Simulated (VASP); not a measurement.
# Zn (P6_3/mmc) in VASP: further runs

Runs on Zn. Level: LDA. Tasks: single point.

Everything below comes from runs of VASP 6.6.1. Logs are shortened: lines on timing, memory, paths and dates and some standing lists are left out, and cuts for length are marked.

**1. The cell of the first run**

The structure is hexagonal, space group P6_3/mmc (No. 194). Conventional cell: a = 2.571 Å, b = 2.571 Å, c = 4.736 Å, α = 90.00°, β = 90.00°, γ = 120.00°. Zn (site symmetry -6m2) has 12 Zn at 2.57 to 2.79 Å within 3.4 Å.

**2. Single point, LDA**

INCAR reads:

```
SYSTEM = Zn
PREC = Accurate
ENCUT = 520
EDIFF = 1E-7
ISMEAR = -1
SIGMA = 0.1
LREAL = .FALSE.
LASPH = .TRUE.
NELM = 100
ALGO = Normal
ISIF = 2
LWAVE = .FALSE.
LCHARG = .TRUE.
LELF = .TRUE.
LVHAR = .TRUE.
NBANDS = 19
```

KPOINTS reads:

```
Automatic mesh
0
G
  14 14 7
  0 0 0
```

POSCAR reads:

```
Zn
1.0
    2.5709734941      0.0000000000      0.0000000000
   -1.2854867470      2.2265283583      0.0000000000
    0.0000000000      0.0000000000      4.7361908757
Zn
2
Direct
    0.3333333333      0.6666666667      0.2500000000
    0.6666666667      0.3333333333      0.7500000000
```

Potentials or basis: VASP PAW LDA potentials, release 64 (Zn).

Launch:

```console
> cat potpaw_LDA.64/Zn/POTCAR > POTCAR
> mpirun -np 1 vasp_std > vasp.out
```

OUTCAR:

```text
SYSTEM = Zn
   PREC = Accurate
   ENCUT = 520
   EDIFF = 1E-7
   ISMEAR = -1
   LREAL = .FALSE.
   LASPH = .TRUE.
   NELM = 100
   ISIF = 2

 ion  position               nearest neighbor table
   1  0.333  0.667  0.250-   2 2.79   2 2.79   2 2.79   2 2.79   2 2.79   2 2.79
   2  0.667  0.333  0.750-   1 2.79   1 2.79   1 2.79   1 2.79   1 2.79   1 2.79

  LATTYP: Found a hexagonal cell.
 ALAT       =     2.5709734941
 C/A-ratio  =     1.8421780258

  Lattice vectors:

 A1 = (   2.5709734941,   0.0000000000,   0.0000000000)
 A2 = (  -1.2854867470,   2.2265283583,   0.0000000000)
 A3 = (   0.0000000000,   0.0000000000,   4.7361908757)

Analysis of symmetry for initial positions (statically):
=====================================================================
 Subroutine PRICEL returns:
 Original cell was already a primitive cell.

 Routine SETGRP: Setting up the symmetry group for a
 hexagonal supercell.

 Subroutine GETGRP returns: Found 24 space group operations
 (whereof 12 operations were pure point group operations)
 out of a pool of 24 trial point group operations.

The static configuration has the point symmetry D_3d.
 The point group associated with its full space group is D_6h.

Analysis of symmetry for dynamics (positions and initial velocities):
=====================================================================
 Subroutine PRICEL returns:
 Original cell was already a primitive cell.

 Routine SETGRP: Setting up the symmetry group for a
 hexagonal supercell.

 Subroutine GETGRP returns: Found 24 space group operations
 (whereof 12 operations were pure point group operations)
 out of a pool of 24 trial point group operations.

The dynamic configuration has the point symmetry D_3d.
 The point group associated with its full space group is D_6h.

 Subroutine INISYM returns: Found 24 space group operations
 (whereof 12 operations are pure point group operations),
 and found     1 'primitive' translations

----------------------------------------------------------------------------------------

                                     Primitive cell

  volume of cell :      27.1116

  direct lattice vectors                    reciprocal lattice vectors
     2.570973494  0.000000000  0.000000000     0.388957724  0.224564847  0.000000000
    -1.285486747  2.226528358  0.000000000     0.000000000  0.449129694  0.000000000
     0.000000000  0.000000000  4.736190876     0.000000000  0.000000000  0.211140139

  length of vectors
     2.570973494  2.570973494  4.736190876     0.449129694  0.449129694  0.211140139

  position of ions in fractional coordinates (direct lattice)
     0.333333333  0.666666667  0.250000000
     0.666666667  0.333333333  0.750000000

  ion indices of the primitive-cell ions
   primitive index   ion index
                 1           1
                 2           2

----------------------------------------------------------------------------------------

 KPOINTS: Automatic mesh

Automatic generation of k-mesh.
 Grid dimensions read from file:
 generate k-points for:   14   14    7

 Generating k-lattice:

  Cartesian coordinates                     Fractional coordinates (reciprocal lattice)
     0.027782695  0.016040346  0.000000000     0.071428571  0.000000000  0.000000000
     0.000000000  0.032080692  0.000000000     0.000000000  0.071428571  0.000000000
     0.000000000  0.000000000  0.030162877     0.000000000  0.000000000  0.142857143

  Length of vectors
     0.032080692  0.032080692  0.030162877

  Shift w.r.t. Gamma in fractional coordinates (k-lattice)
     0.000000000  0.000000000  0.000000000

 Subroutine IBZKPT returns following result:
 ===========================================

 Found     96 irreducible k-points:

 Following reciprocal coordinates:
            Coordinates               Weight
  0.000000  0.000000  0.000000      1.000000
  0.071429  0.000000  0.000000      6.000000
  0.142857  0.000000  0.000000      6.000000
  0.214286  0.000000  0.000000      6.000000
  0.285714  0.000000  0.000000      6.000000
  0.357143  0.000000  0.000000      6.000000
[... 16 lines left out ...]
  0.285714  0.285714  0.000000      6.000000
  0.357143  0.285714  0.000000      6.000000
 [... further k-points ...]
   k-points           NKPTS =     96   k-points in BZ     NKDIM =     96   number of bands    NBANDS=     19
   number of dos      NEDOS =    301   number of ions     NIONS =      2
   total plane-waves  NPLWV =  14400
   dimension x,y,z NGX =    20 NGY =   20 NGZ =   36
   dimension x,y,z NGXF=    40 NGYF=   40 NGZF=   72
   ions per type =               2
   NGX,Y,Z   is equivalent  to a cutoff of  12.93, 12.93, 12.64 a.u.
   NGXF,Y,Z  is equivalent  to a cutoff of  25.87, 25.87, 25.27 a.u.
 SYSTEM =  Zn
   PREC   = accura    normal or accurate (medium, high low for compatibility)
   ISTART =      0    job   : 0-new  1-cont  2-samecut
   ICHARG =      2    charge: 1-file 2-atom 10-const
   ISPIN  =      1    spin polarized calculation?
   LNONCOLLINEAR =      F non collinear calculations
   LSORBIT =      F    spin-orbit coupling
   LASPH  =      T    aspherical Exc in radial PAW
   ENCUT  =  520.0 eV  38.22 Ry    6.18 a.u.   4.78  4.78  8.81*2*pi/ulx,y,z
   NELM   =    100;   NELMIN=  2; NELMDL= -5     # of ELM steps
   EDIFF  = 0.1E-06   stopping-criterion for ELM
   LREAL  =      F    real-space projection
   EDIFFG = 0.1E-05   stopping-criterion for IOM
   NSW    =      0    number of steps for IOM
   IBRION =     -1    ionic relax: 0-MD 1-quasi-New 2-CG
   NFREE  =      0    steps in history (QN), initial steepest desc. (CG)
   ISIF   =      2    stress and relaxation
   ISYM   =      2    0-nonsym 1-usesym 2-fastsym
   POTIM  = 0.5000    time-step for ionic-motion
   TEBEG  =    0.0;   TEEND  =   0.0 temperature during run
   PSTRESS=    0.0 pullay stress
   NELECT =      24.0000    total number of electrons
   NUPDOWN=      -1.0000    fix difference up-down
   EMIN   =  10.00;   EMAX   =-10.00  energy-range for DOS
   EFERMI =   0.00;   METHOD = LEGACY
   ISMEAR =    -1;   SIGMA  =   0.10  broadening in eV -4-tet -1-fermi 0-gaus
   EFERMI_NEDOS =   21; number of points for ismear=-14 and -15
   IALGO  =     38    algorithm
   IMIX   =      4    mixing-type and parameters
     AMIX     =   0.40;   BMIX     =  1.00
     AMIX_MAG =   1.60;   BMIX_MAG =  1.00
  volume/ion in A,a.u.               =      13.56        91.48
  Fermi-wavevector in a.u.,A,eV,Ry     =   1.571907  2.970474 33.618530  2.470892
  Thomas-Fermi vector in A             =   2.673421
   LORBIT       =      0    0 simple, 1 ext, 2 COOP (PROOUT), +10 PAW based schemes
   GGA     = CA    functional components
   LHFCALC =     F    Hartree Fock is set to
   AEXX    =    0.0000 exact exchange contribution
   IVDW    =     0    specifies the selected vdW correction
   LEPSILON=     F    determine dielectric tensor
   LRPA    =     F    only Hartree local field effects (RPA)
 non-spin polarized calculation
  energy-cutoff  :      520.00
  volume of cell :       27.11
 maximum number of plane-waves:       743
 NGX is ok and might be reduce to    20
   NGX =  9   NGY =  9   NGZ = 17

 number of electron      23.9999991 magnetization

 Free energy of the ion-electron system (eV)
  ---------------------------------------------------
  ext. energy  EPLUGINS =         0.00000000
  ---------------------------------------------------
  free energy    TOTEN  =        -3.75380306 eV

  energy without entropy =       -3.74002840  energy(sigma->0) =       -3.74691573

 E-fermi :   3.7192     XC(G=0): -12.5125

 val. band max:        3.5881625278   @ k =   0.2143   0.1429   0.0000
 cond. band min:       3.8008962301   @ k =   0.2143   0.0000   0.1429
 fundamental gap:      0.2127337023
 Fermi energy:         3.7191557495

 k-point     1 :       0.0000    0.0000    0.0000
  band No.  band energies     occupation
      1      -7.5999      2.00000
      2      -5.4674      2.00000
      3      -4.5927      2.00000
      4      -4.3217      2.00000
      5      -4.3217      2.00000
      6      -4.2564      2.00000
[... 11 lines left out ...]
     18      24.0396      0.00000
     19      24.1832      0.00000

 k-point     2 :       0.0714    0.0000    0.0000
  band No.  band energies     occupation
      1      -7.4370      2.00000
      2      -5.3905      2.00000
      3      -4.5752      2.00000
      4      -4.3390      2.00000
      5      -4.2787      2.00000
      6      -4.2762      2.00000
[... 11 lines left out ...]
     18      23.0915      0.00000
     19      25.5562      0.00000

 k-point     3 :       0.1429    0.0000    0.0000
  band No.  band energies     occupation
      1      -6.9599      2.00000
      2      -5.1944      2.00000
      3      -4.5479      2.00000
      4      -4.3751      2.00000
      5      -4.2922      2.00000
      6      -4.1564      2.00000
[... 11 lines left out ...]
     18      21.8284      0.00000
     19      23.1078      0.00000

 k-point     4 :       0.2143    0.0000    0.0000
  band No.  band energies     occupation
      1      -6.2250      2.00000
      2      -5.0104      2.00000
      3      -4.5119      2.00000
      4      -4.4209      2.00000
      5      -4.3667      2.00000
      6      -4.1627      2.00000
[... 11 lines left out ...]
     18      20.6277      0.00000
     19      20.9456      0.00000

 k-point     5 :       0.2857    0.0000    0.0000
  band No.  band energies     occupation
      1      -5.4788      2.00000
      2      -5.0031      2.00000
      3      -4.6194      2.00000
      4      -4.4105      2.00000
      5      -4.2882      2.00000
      6      -4.1356      2.00000
[... 11 lines left out ...]
     18      19.9666      0.00000
     19      21.8704      0.00000
[... 334 lines left out ...]
      2      -4.8030      2.00000
      3      -4.7076      2.00000
      4      -4.3612      2.00000
      5      -4.3059      2.00000
      6      -4.1970      2.00000
[... 11 lines left out ...]
     18      14.4969      0.00000
     19      15.7295      0.00000

 k-point    22 :       0.3571    0.2143    0.0000
  band No.  band energies     occupation
      1      -4.8479      2.00000
      2      -4.8304      2.00000
      3      -4.7253      2.00000
      4      -4.3401      2.00000
      5      -4.2703      2.00000
      6      -4.1897      2.00000
[... 11 lines left out ...]
     18      14.1576      0.00000
     19      15.3827      0.00000

 k-point    23 :       0.2857    0.2857    0.0000
  band No.  band energies     occupation
      1      -4.7959      2.00000
      2      -4.6910      2.00000
      3      -4.6161      2.00000
      4      -4.3737      2.00000
      5      -4.3495      2.00000
      6      -4.2645      2.00000
[... 11 lines left out ...]
     18      12.1495      0.00000
     19      13.9539      0.00000

 k-point    24 :       0.3571    0.2857    0.0000
  band No.  band energies     occupation
      1      -4.7881      2.00000
      2      -4.6485      2.00000
      3      -4.5850      2.00000
      4      -4.3792      2.00000
      5      -4.3473      2.00000
      6      -4.3304      2.00000
[... 11 lines left out ...]
     18      11.7886      0.00000
     19      13.4825      0.00000

 [... further k-points ...]
[... 5 lines left out ...]
  --------------------------------------------------------------------------------------
  -------------------------------------------------------------------------------------
  Total        0.2508416      0.2508416     -0.1018076      0.0000000      0.0000000      0.0000000
  in kB       14.8236466     14.8236466     -6.0163858      0.0000000      0.0000000      0.0000000
  external PRESSURE =       7.8769691 kB  Pullay stress =       0.0000000 kB

 VOLUME and BASIS-vectors are now :
 -----------------------------------------------------------------------------
  energy-cutoff  :      520.00
  volume of cell :       27.11
      direct lattice vectors                 reciprocal lattice vectors
     2.570973494  0.000000000  0.000000000     0.388957724  0.224564847  0.000000000
    -1.285486747  2.226528358  0.000000000     0.000000000  0.449129694  0.000000000
     0.000000000  0.000000000  4.736190876     0.000000000  0.000000000  0.211140139

 POSITION                                       TOTAL-FORCE (eV/Angst)
 -----------------------------------------------------------------------------------
     -0.00000      1.48435      1.18405         0.000000      0.000000      0.000000
      1.28549      0.74218      3.55214        -0.000000     -0.000000      0.000000
 -----------------------------------------------------------------------------------
    total drift:                                0.000000     -0.000000      0.000000

  FREE ENERGIE OF THE ION-ELECTRON SYSTEM (eV)
  ---------------------------------------------------
  free  energy   TOTEN  =        -3.7538030621 eV

  energy  without entropy=       -3.7400284001  energy(sigma->0) =       -3.74691573
```

Wall time 15 s (1 thread of Intel Xeon 6975P-C (Granite Rapids), shared host); peak memory 0.15 GiB.

What came out:

- Free energy: -3.7538 eV
- Pressure: 0.8 GPa
- Band gap on the k mesh: zero (band 12 reaches 5.21 eV, above the bottom of band 13 at 0.86 eV)

**3. Single point, LDA**

INCAR reads:

```
PREC = Accurate ; ENCUT = 520
EDIFF = 1E-6 ; ISMEAR = 1
SIGMA = 0.03 ; LREAL = F
LASPH = T ; NELM = 80
ALGO = Normal ; ISIF = 2
LWAVE = F ; LCHARG = T
GGA = CA ; LELF = T
LVHAR = T ; NBANDS = 19
```

KPOINTS reads:

```
Automatic mesh
0
Gamma
  14 14 7
```

POSCAR is that of step 2.

Potentials or basis: VASP PAW LDA potentials, release 64 (Zn).

Launch:

```console
> cat potpaw_LDA.64/Zn/POTCAR > POTCAR
> mpirun -np 1 vasp_std > vasp.out
```

Wall time 23 s (1 thread of AMD EPYC 7R13 (Zen 3), shared host); peak memory 0.12 GiB.

Results (log left out):

| Item | Value |
| --- | --- |
| Free energy | -3.7481 eV |
| Pressure | 0.7 GPa |
| Band gap on the k mesh | zero (band 12 reaches 5.21 eV, above the bottom of band 13 at 0.86 eV) |

Stress tensor (GPa, compression positive):
```
 1.71  0.00  0.00
 0.00  1.71  0.00
 0.00  0.00 -1.22
```

Levels at points of the mesh, in eV from the Fermi level:
```tsv
k point	band 9	band 10	band 11	band 12	band 13	band 14	band 15	band 16
(0.00, 0.00, 0.00)	-7.46	-7.19	-7.19	-4.00	-2.74	15.05	18.85	18.85
(0.50, 0.00, 0.00)	-6.99	-6.96	-3.06	-2.13	3.08	3.82	4.95	6.24
```

**4. Single point, LDA**

INCAR reads:

```
SYSTEM = Zn
PREC = Accurate
ENCUT = 520
EDIFF = 1E-7
ISMEAR = 1
SIGMA = 0.1
LREAL = .FALSE.
LASPH = .TRUE.
NELM = 80
ALGO = Normal
ISIF = 2
LWAVE = .FALSE.
LCHARG = .FALSE.
NBANDS = 19
```

KPOINTS reads:

```
regular mesh
0
G
  14 14 7
  0 0 0
```

POSCAR is that of step 3.

Launch:

```console
> cat potpaw_LDA.64/Zn/POTCAR > POTCAR
> mpirun -np 1 vasp_std > vasp.out
```

It took 23 s on 1 thread of AMD EPYC 7R13 (Zen 3), shared host; peak memory 0.12 GiB.

Results (log left out):

- Free energy: -3.7480 eV
- Pressure: 0.7 GPa
- Band gap on the k mesh: zero (band 12 reaches 5.21 eV, above the bottom of band 13 at 0.86 eV)

Stress tensor (GPa, compression positive):
```
 1.66  0.00  0.00
 0.00  1.66  0.00
 0.00  0.00 -1.12
```

Levels at points of the mesh, in eV from the Fermi level:
```csv
k point,band 8,band 9,band 10,band 11,band 12,band 13,band 14,band 15,band 16,band 17
"(0.00, 0.00, 0.00)",-7.49,-7.49,-7.22,-7.22,-4.04,-2.77,15.02,18.81,18.81,18.87
"(0.50, 0.00, 0.00)",-7.23,-7.02,-6.99,-3.09,-2.16,3.05,3.79,4.92,6.21,10.82
```

**5. Single point, LDA**

INCAR reads:

```
ALGO     = Normal         # electronic algorithm
EDIFF    = 1E-6           # SCF threshold, eV
ENCUT    = 520            # plane-wave cutoff, eV
ISIF     = 2              # what is computed and relaxed
ISMEAR   = 1              # smearing method
LASPH    = T              # aspherical terms in the spheres
LCHARG   = F              # write CHGCAR
LREAL    = F              # projectors in reciprocal space
LWAVE    = F              # write WAVECAR
NBANDS   = 19             # bands
NELM     = 60             # most SCF steps
PREC     = Accurate       # precision mode
SIGMA    = 0.2            # smearing width, eV
```

KPOINTS reads:

```
k-points
0
Gamma
  14 14 7
```

POSCAR is that of step 4.

Launch:

```console
> cat potpaw_LDA.64/Zn/POTCAR > POTCAR
> mpirun -np 1 vasp_std > vasp.out
```

It took 22 s on 1 thread of AMD EPYC 7R13 (Zen 3), shared host; peak memory 0.12 GiB.

It converged, with:

```
Free energy            : -3.7471 eV
Pressure               : 0.7 GPa
Band gap on the k mesh : zero (band 12 reaches 5.21 eV, above the bottom of band 13 at 0.86 eV)
```

Stress tensor (GPa, compression positive):
```
 1.68  0.00  0.00
 0.00  1.68  0.00
 0.00  0.00 -1.17
```

Levels at points of the mesh, in eV from the Fermi level:
| k point | band 8 | band 9 | band 10 | band 11 | band 12 | band 13 | band 14 | band 15 | band 16 | band 17 |
| --- | --- | --- | --- | --- | --- | --- | --- | --- | --- | --- |
| (0.00, 0.00, 0.00) | -7.55 | -7.55 | -7.28 | -7.28 | -4.09 | -2.82 | 14.97 | 18.76 | 18.76 | 18.82 |
| (0.50, 0.00, 0.00) | -7.29 | -7.08 | -7.05 | -3.15 | -2.22 | 2.99 | 3.73 | 4.86 | 6.15 | 10.76 |

**6. Single point, LDA**

INCAR reads:

```
PREC = Accurate
ENCUT = 520
EDIFF = 1E-6
ISMEAR = 1
SIGMA = 0.3
LREAL = F
LASPH = T
NELM = 60
ALGO = Normal
ISIF = 2
LWAVE = F
LCHARG = F
GGA = CA
NBANDS = 19
```

KPOINTS reads:

```
Automatic mesh
0
Gamma
  14 14 7
```

POSCAR is that of step 5.

Potentials or basis: VASP PAW LDA potentials, release 64 (Zn).

Launch:

```console
> cat potpaw_LDA.64/Zn/POTCAR > POTCAR
> mpirun -np 1 vasp_std > vasp.out
```

It took 24 s on 1 thread of AMD EPYC 7R13 (Zen 3), shared host; peak memory 0.12 GiB.

It converged, with:

* Free energy: -3.7463 eV
* Pressure: 0.7 GPa
* Band gap on the k mesh: zero (band 12 reaches 5.21 eV, above the bottom of band 13 at 0.86 eV)

Stress tensor (GPa, compression positive):
```
 1.59  0.00  0.00
 0.00  1.59  0.00
 0.00  0.00 -0.93
```

Levels at points of the mesh, in eV from the Fermi level:
```
           k point  band 8  band 9  band 10  band 11  band 12  band 13  band 14  band 15  band 16  band 17
(0.00, 0.00, 0.00)   -7.57   -7.57    -7.30    -7.30    -4.12    -2.85    14.94    18.73    18.73    18.79
(0.50, 0.00, 0.00)   -7.31   -7.10    -7.07    -3.18    -2.24     2.97     3.71     4.84     6.13    10.74
```

**7. Summary**

| smearing | gap on the mesh (eV) | pressure (GPa) |
| --- | --- | --- |
| fermi-dirac 0.1 eV | none | 0.8 |
| methfessel-paxton 0.03 eV | none | 0.7 |
| methfessel-paxton 0.1 eV | none | 0.7 |
| methfessel-paxton 0.2 eV | none | 0.7 |
| methfessel-paxton 0.3 eV | none | 0.7 |

Alike in all rows: task single point; level LDA; potentials or basis VASP PAW LDA potentials, release 64 (Zn); no spin polarisation; cell as given; k mesh 14 × 14 × 7; cutoff (eV) 520.

Every run on the cell as given and a fine mesh finds a metal.

Total energies depend on the potentials used, so only differences within one code and one set of settings carry meaning.
